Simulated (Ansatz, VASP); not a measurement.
**One calculation of SbPt, two programs**

```xyz
4
Lattice="4.1437 0.0000 0.0000 -2.0719 3.5886 0.0000 0.0000 0.0000 5.4902" Properties=species:S:1:pos:R:3 pbc="T T T"
Sb    0.0000    2.3924    1.3725
Sb    2.0719    1.1962    4.1176
Pt    0.0000    0.0000    0.0000
Pt    0.0000    0.0000    2.7451
```

Change from the starting cell: volume scaled by 1.01, PAW files.

Alike in both runs: task electric field gradients; functional LDA; k mesh 11 × 11 × 8; occupations fermi-dirac, width 0.08 eV; no spin polarisation.

|  | VASP | Ansatz |
| --- | --- | --- |
| version | VASP 6.6.1 | Ansatz 0.2.0 |
| potentials or method | VASP PAW LDA potentials, release 64 (Sb, Pt) | PAW with Ansatz's default frozen-core files, scalar-relativistic |
| plane-wave cutoff (eV) | 520 | 420 |
| valence electrons in the cell | 30 | 66 |

|  | VASP | Ansatz | Ansatz less VASP |
| --- | --- | --- | --- |
| pressure (GPa) | -1.3 | -1.5 | -0.24 |
| traceless stress, the component that is largest in VASP (GPa) | -0.89 | -1.02 | -0.125 |
| size of Vzz on the site where it differs most (V/Å²) | 119.8 | 55.0 | -64.86 |

LDA's correlation is that of Perdew and Zunger in VASP and of Perdew and Wang (1992) in Ansatz. VASP's potentials hold 30 valence electrons a cell and Ansatz's 66, so a difference there can come from the potentials and not from the codes.

Spin-orbit coupling is off throughout.
